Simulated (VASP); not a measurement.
# TiB5 (Pmmm) in VASP: notebook

The runs below take TiB5 through relaxation of cell and atoms, single point, with PBE.

Program: VASP 6.6.1. These are calculated values, not measurements. Logs are shortened: lines on timing, memory, paths and dates and some standing lists are left out, and cuts for length are marked.

## 1. The cell of the first run

The structure is orthorhombic, space group Pmmm (No. 47). The conventional cell has a = 3.158 Å, b = 3.650 Å, c = 3.809 Å, α = 90.00°, β = 90.00°, γ = 90.00°. Ti (site symmetry mmm) has 4 B at 1.45 Å within 1.9 Å. Within 1.5 Å of B (site symmetry m) lie 3 B at 1.14 to 1.19 Å and 1 Ti at 1.45 Å. Within 1.5 Å of B (site symmetry mmm) lie 4 B at 1.14 Å.

The cell was generated, and may not be a known phase.

## 2. Relaxation of cell and atoms, PBE

INCAR

```
PREC = Accurate
ENCUT = 600
EDIFF = 1E-7
ISMEAR = 0
SIGMA = 0.1
LREAL = False
LASPH = True
NELM = 100
ALGO = Normal
ISIF = 3
LWAVE = False
LCHARG = False
GGA = PE
IBRION = 2
NSW = 90
EDIFFG = -0.04
```

KPOINTS

```
regular mesh
0
Gamma
  6 6 4
```

POSCAR

```
TiB5
1.0
    3.1577746800      0.0000000000      0.0000000000
    0.0000000000      3.6499028800      0.0000000000
    0.0000000000      0.0000000000      3.8089032400
Ti B
1 5
Direct
    0.0000000000      0.0000000000      0.0000000000
    0.1877913600      0.0000000000      0.6525192300
    0.8122086400      0.0000000000      0.6525192300
    0.8122086400      0.0000000000      0.3474807700
    0.1877913600      0.0000000000      0.3474807700
    0.5000000000      0.0000000000      0.5000000000
```

Potentials or basis: VASP PAW PBE potentials, release 64 (Ti_sv, B).

The run is started by

```
> cat potpaw_PBE.64/Ti_sv/POTCAR potpaw_PBE.64/B/POTCAR > POTCAR
> mpirun -np 1 vasp_std > vasp.out
```

OUTCAR:

```text
PREC = Accurate
   ENCUT = 600
   EDIFF = 1E-7
   ISMEAR = 0
   LREAL = False
   LASPH = True
   NELM = 100
   ISIF = 3
   GGA = PE
   IBRION = 2
   NSW = 90
   EDIFFG = -0.04

 ion  position               nearest neighbor table
   1  0.000  0.000  0.000-   2 1.45   3 1.45   4 1.45   5 1.45   6 2.47   6 2.47   6 2.47   6 2.47

   2  0.188  0.000  0.653-   6 1.14   5 1.16   3 1.19   1 1.45   4 1.66   3 1.97
   3  0.812  0.000  0.653-   6 1.14   4 1.16   2 1.19   1 1.45   5 1.66   2 1.97
   4  0.812  0.000  0.347-   6 1.14   3 1.16   5 1.19   1 1.45   2 1.66   5 1.97
   5  0.188  0.000  0.347-   6 1.14   2 1.16   4 1.19   1 1.45   3 1.66   4 1.97
   6  0.500  0.000  0.500-   2 1.14   3 1.14   4 1.14   5 1.14   1 2.47   1 2.47   1 2.47   1 2.47

  LATTYP: Found a simple orthorhombic cell.
 ALAT       =     3.1577746800
 B/A-ratio  =     1.1558465216
 C/A-ratio  =     1.2061985499

  Lattice vectors:

 A1 = (   3.1577746800,   0.0000000000,   0.0000000000)
 A2 = (   0.0000000000,   3.6499028800,   0.0000000000)
 A3 = (   0.0000000000,   0.0000000000,   3.8089032400)

Analysis of symmetry for initial positions (statically):
=====================================================================
 Subroutine PRICEL returns:
 Original cell was already a primitive cell.

 Routine SETGRP: Setting up the symmetry group for a
 simple orthorhombic supercell.

 Subroutine GETGRP returns: Found  8 space group operations
 (whereof  8 operations were pure point group operations)
 out of a pool of  8 trial point group operations.

The static configuration has the point symmetry D_2h.

Analysis of symmetry for dynamics (positions and initial velocities):
=====================================================================
 Subroutine PRICEL returns:
 Original cell was already a primitive cell.

 Routine SETGRP: Setting up the symmetry group for a
 simple orthorhombic supercell.

 Subroutine GETGRP returns: Found  8 space group operations
 (whereof  8 operations were pure point group operations)
 out of a pool of  8 trial point group operations.

The dynamic configuration has the point symmetry D_2h.

 Subroutine INISYM returns: Found  8 space group operations
 (whereof  8 operations are pure point group operations),
 and found     1 'primitive' translations

----------------------------------------------------------------------------------------

                                     Primitive cell

  volume of cell :      43.8998

  direct lattice vectors                    reciprocal lattice vectors
     3.157774680  0.000000000  0.000000000     0.316678706  0.000000000  0.000000000
     0.000000000  3.649902880  0.000000000     0.000000000  0.273979893  0.000000000
     0.000000000  0.000000000  3.808903240     0.000000000  0.000000000  0.262542768

  length of vectors
     3.157774680  3.649902880  3.808903240     0.316678706  0.273979893  0.262542768

  position of ions in fractional coordinates (direct lattice)
     0.000000000  0.000000000  0.000000000
     0.187791360  0.000000000  0.652519230
     0.812208640  0.000000000  0.652519230
     0.812208640  0.000000000  0.347480770
     0.187791360  0.000000000  0.347480770
     0.500000000  0.000000000  0.500000000

  ion indices of the primitive-cell ions
   primitive index   ion index
                 1           1
                 2           2
                 3           3
                 4           4
                 5           5
                 6           6

----------------------------------------------------------------------------------------

 KPOINTS: regular mesh

Automatic generation of k-mesh.
 Grid dimensions read from file:
 generate k-points for:    6    6    4

 Generating k-lattice:

  Cartesian coordinates                     Fractional coordinates (reciprocal lattice)
     0.052779784  0.000000000  0.000000000     0.166666667  0.000000000  0.000000000
     0.000000000  0.045663315  0.000000000     0.000000000  0.166666667  0.000000000
     0.000000000  0.000000000  0.065635692     0.000000000  0.000000000  0.250000000

  Length of vectors
     0.052779784  0.045663315  0.065635692

  Shift w.r.t. Gamma in fractional coordinates (k-lattice)
     0.000000000  0.000000000  0.000000000

 Subroutine IBZKPT returns following result:
 ===========================================

 Found     48 irreducible k-points:

 Following reciprocal coordinates:
            Coordinates               Weight
  0.000000  0.000000  0.000000      1.000000
  0.166667  0.000000  0.000000      2.000000
  0.333333  0.000000  0.000000      2.000000
  0.500000  0.000000  0.000000      1.000000
  0.000000  0.166667  0.000000      2.000000
  0.166667  0.166667  0.000000      4.000000
[... 16 lines left out ...]
  0.333333  0.166667  0.250000      8.000000
  0.500000  0.166667  0.250000      4.000000
 [... further k-points ...]
   k-points           NKPTS =     48   k-points in BZ     NKDIM =     48   number of bands    NBANDS=     17
   number of dos      NEDOS =    301   number of ions     NIONS =      6
   total plane-waves  NPLWV =  25200
   dimension x,y,z NGX =    28 NGY =   30 NGZ =   30
   dimension x,y,z NGXF=    56 NGYF=   60 NGZF=   60
   ions per type =               1   5
   NGX,Y,Z   is equivalent  to a cutoff of  14.74, 13.66, 13.09 a.u.
   NGXF,Y,Z  is equivalent  to a cutoff of  29.48, 27.33, 26.19 a.u.
 SYSTEM =  unknown system
   PREC   = accura    normal or accurate (medium, high low for compatibility)
   ISTART =      0    job   : 0-new  1-cont  2-samecut
   ICHARG =      2    charge: 1-file 2-atom 10-const
   ISPIN  =      1    spin polarized calculation?
   LNONCOLLINEAR =      F non collinear calculations
   LSORBIT =      F    spin-orbit coupling
   LASPH  =      T    aspherical Exc in radial PAW
   ENCUT  =  600.0 eV  44.10 Ry    6.64 a.u.   6.31  7.29  7.61*2*pi/ulx,y,z
   NELM   =    100;   NELMIN=  2; NELMDL= -5     # of ELM steps
   EDIFF  = 0.1E-06   stopping-criterion for ELM
   LREAL  =      F    real-space projection
   EDIFFG = -.4E-01   stopping-criterion for IOM
   NSW    =     90    number of steps for IOM
   IBRION =      2    ionic relax: 0-MD 1-quasi-New 2-CG
   NFREE  =      1    steps in history (QN), initial steepest desc. (CG)
   ISIF   =      3    stress and relaxation
   ISYM   =      2    0-nonsym 1-usesym 2-fastsym
   POTIM  = 0.5000    time-step for ionic-motion
   TEBEG  =    0.0;   TEEND  =   0.0 temperature during run
   PSTRESS=    0.0 pullay stress
   NELECT =      27.0000    total number of electrons
   NUPDOWN=      -1.0000    fix difference up-down
   EMIN   =  10.00;   EMAX   =-10.00  energy-range for DOS
   EFERMI =   0.00;   METHOD = LEGACY
   ISMEAR =     0;   SIGMA  =   0.10  broadening in eV -4-tet -1-fermi 0-gaus
   EFERMI_NEDOS =   21; number of points for ismear=-14 and -15
   IALGO  =     38    algorithm
   IMIX   =      4    mixing-type and parameters
     AMIX     =   0.40;   BMIX     =  1.00
     AMIX_MAG =   1.60;   BMIX_MAG =  1.00
  volume/ion in A,a.u.               =       7.32        49.38
  Fermi-wavevector in a.u.,A,eV,Ry     =   1.392222  2.630919 26.371945  1.938283
  Thomas-Fermi vector in A             =   2.515986
   LORBIT       =      0    0 simple, 1 ext, 2 COOP (PROOUT), +10 PAW based schemes
   GGA     = PE    functional components
   LHFCALC =     F    Hartree Fock is set to
   AEXX    =    0.0000 exact exchange contribution
   IVDW    =     0    specifies the selected vdW correction
   LEPSILON=     F    determine dielectric tensor
   LRPA    =     F    only Hartree local field effects (RPA)
 conjugate gradient relaxation of ions
 non-spin polarized calculation
 Gauss-broadening in eV      SIGMA  =   0.10
  energy-cutoff  :      600.00
  volume of cell :       43.90
 maximum number of plane-waves:      1484
 NGX is ok and might be reduce to    28
   NGX = 13   NGY = 15   NGZ = 15

--------------------------------------- Ionic step        1  -------------------------------------------

 number of electron      27.0000003 magnetization

 Free energy of the ion-electron system (eV)
  ---------------------------------------------------
  ext. energy  EPLUGINS =         0.00000000
  ---------------------------------------------------
  free energy    TOTEN  =        18.57119479 eV

  energy without entropy =       18.58794765  energy(sigma->0) =       18.57957122

------------------------ aborting loop because EDIFF is reached ----------------------------------------

  FORCE on cell =-STRESS in cart. coord.  units (eV):
  Direction    XX          YY          ZZ          XY          YZ          ZX
  --------------------------------------------------------------------------------------
  -------------------------------------------------------------------------------------
  Total      162.8878218     -2.3087748    165.7401984      0.0000000      0.0000000      0.0000000
  in kB     5944.7940202    -84.2616129   6048.8950586      0.0000000      0.0000000      0.0000000
  external PRESSURE =    3969.8091553 kB  Pullay stress =       0.0000000 kB
[... 1556 lines left out ...]
      3     -28.6042      2.00000
      4     -28.5577      2.00000
      5      -8.4974      2.00000
      6      -5.6234      2.00000
[... 9 lines left out ...]
     16       5.1590      0.00000
     17       6.3000      0.00000

 [... further k-points ...]

[... ionic steps 4 to 21 ...]

--------------------------------------- Ionic step       22  -------------------------------------------

 number of electron      27.0000029 magnetization

------------------------ aborting loop because EDIFF is reached ----------------------------------------

  FORCE on cell =-STRESS in cart. coord.  units (eV):
  Direction    XX          YY          ZZ          XY          YZ          ZX
  --------------------------------------------------------------------------------------
  -------------------------------------------------------------------------------------
  Total       -0.4790571      0.0780982     -0.5648356      0.0000000      0.0000000      0.0000000
  in kB       -9.9670590      1.6248772    -11.7517313      0.0000000      0.0000000      0.0000000
  external PRESSURE =      -6.6979711 kB  Pullay stress =       0.0000000 kB
[... 65 lines left out ...]
  energy  without entropy=      -35.5729037203  energy(sigma->0) =      -35.57742947

--------------------------------------- Ionic step       24  -------------------------------------------

 number of electron      27.0000029 magnetization

 Free energy of the ion-electron system (eV)
  ---------------------------------------------------
  ext. energy  EPLUGINS =         0.00000000
  ---------------------------------------------------
  free energy    TOTEN  =       -35.58226899 eV

  energy without entropy =      -35.57345962  energy(sigma->0) =      -35.57786431

 E-fermi :   3.3299     XC(G=0):  -9.6725

 val. band max:        3.3118695794   @ k =   0.0000   0.1667   0.2500
 cond. band min:       3.3342821569   @ k =   0.1667   0.1667   0.5000
 fundamental gap:      0.0224125775
 Fermi energy:         3.3299337644

 k-point     1 :       0.0000    0.0000    0.0000
  band No.  band energies     occupation
      1     -53.4095      2.00000
      2     -29.9295      2.00000
      3     -29.6629      2.00000
      4     -29.3931      2.00000
      5      -9.7944      2.00000
      6      -5.0523      2.00000
[... 504 lines left out ...]
  FREE ENERGIE OF THE ION-ELECTRON SYSTEM (eV)
  ---------------------------------------------------
  free  energy   TOTEN  =       -35.5822689940 eV

  energy  without entropy=      -35.5734596232  energy(sigma->0) =      -35.57786431

 reached required accuracy - stopping structural energy minimisation
```

Run time: 14 min. Hardware: 1 thread of Intel Xeon Platinum 8488C (Sapphire Rapids), shared host; peak memory 0.2 GiB.

Results:

- Free energy: -35.5823 eV
- Relaxed volume: 12.79 Å³/atom
- Relaxed cell: a = 5.703 Å, b = 3.065 Å, c = 4.390 Å, α = 90.00°, β = 90.00°, γ = 90.00°
- Space group after relaxing (to 0.1 Å): Pmmm (No. 47)
- Energy gained by relaxing: 9025.6 meV/atom
- Ionic steps: 24
- Pressure after relaxing: 0.0 GPa
- Largest force after relaxing: 0.018 eV/Å
- Band gap on the k mesh: zero (an odd number of electrons rules out a gap without spin polarisation)

Forces on the atoms (eV/Å):
```
Ti   0.000  0.000  0.000
B   -0.015  0.000 -0.009
B    0.015  0.000 -0.009
B    0.015  0.000  0.009
B   -0.015  0.000  0.009
B    0.000  0.000  0.000
```

Step by step:
```csv
step,energy change (eV),largest force (eV/Å),pressure (GPa),volume (Å³)
1,0.0000,22.4594,396.98,43.90
2,-24.6824,9.3183,-20.87,232.13
3,-35.1191,12.4580,22.72,105.38
4,-38.1498,8.7891,6.51,134.44
5,-37.9979,8.1579,-0.29,150.19
6,-38.1860,8.2639,1.66,145.14
7,-41.0456,2.3322,-23.89,159.54
8,-42.0164,2.6048,-17.79,154.13
9,-47.7433,2.5461,-8.35,113.04
10,-47.7423,2.4863,-8.43,113.17
11,-50.2682,3.0428,-7.18,95.82
12,-52.2182,6.3753,13.64,76.58
13,-52.6150,5.6016,15.73,74.09
14,-52.8380,4.4675,21.13,69.95
15,-53.2743,3.5647,15.93,71.30
16,-54.0029,1.3044,3.14,75.42
17,-54.0691,0.8629,-0.75,77.01
18,-54.0703,0.8428,-1.29,77.24
19,-54.1028,0.6648,-1.19,77.19
20,-54.1518,0.0679,-0.74,77.02
21,-54.1524,0.0465,-0.65,77.00
22,-54.1524,0.0374,-0.67,77.01
23,-54.1532,0.0203,-0.32,76.88
24,-54.1535,0.0175,0.04,76.74
```

Final structure:
```
Ti B
1.0
     5.70264    0.00000    0.00000
     0.00000    3.06519    0.00000
     0.00000    0.00000    4.39028
Ti B
1 5
Direct
  0.00000 0.00000 0.00000
  0.35144 0.00000 0.81686
  0.64856 0.00000 0.81686
  0.64856 0.00000 0.18314
  0.35144 0.00000 0.18314
  0.50000 0.00000 0.50000
```

Levels at points of the mesh, in eV from the Fermi level:
| k point | band 11 | band 12 | band 13 | band 14 | band 15 | band 16 |
| --- | --- | --- | --- | --- | --- | --- |
| (0.00, 0.00, 0.00) | -1.98 | -1.04 | -0.68 | 0.53 | 1.24 | 1.25 |
| (0.50, 0.00, 0.00) | -1.31 | -1.19 | -0.74 | -0.41 | 0.70 | 1.92 |
| (0.00, 0.50, 0.00) | -2.55 | -1.98 | -1.21 | -0.16 | 1.17 | 1.80 |
| (0.50, 0.50, 0.00) | -1.69 | -1.37 | -0.70 | 0.28 | 0.40 | 1.13 |
| (0.00, 0.00, 0.50) | -1.19 | -0.51 | 0.48 | 0.60 | 0.80 | 1.33 |
| (0.50, 0.00, 0.50) | -1.32 | -0.69 | -0.18 | 0.85 | 0.99 | 1.84 |
| (0.00, 0.50, 0.50) | -3.52 | -1.74 | -1.63 | 0.28 | 0.49 | 0.87 |
| (0.50, 0.50, 0.50) | -3.36 | -1.17 | -0.59 | -0.43 | -0.30 | 1.29 |

Caveat: the k points lie up to 0.36 Å⁻¹ apart in the final cell, too coarse for converged energies and pressures of a metal; the volume moved by over 15 % at a fixed basis, so the end points are rough.

[end of part 1 of 2]

The gap in the log of VASP goes by the Fermi energy; the results here count the filled bands.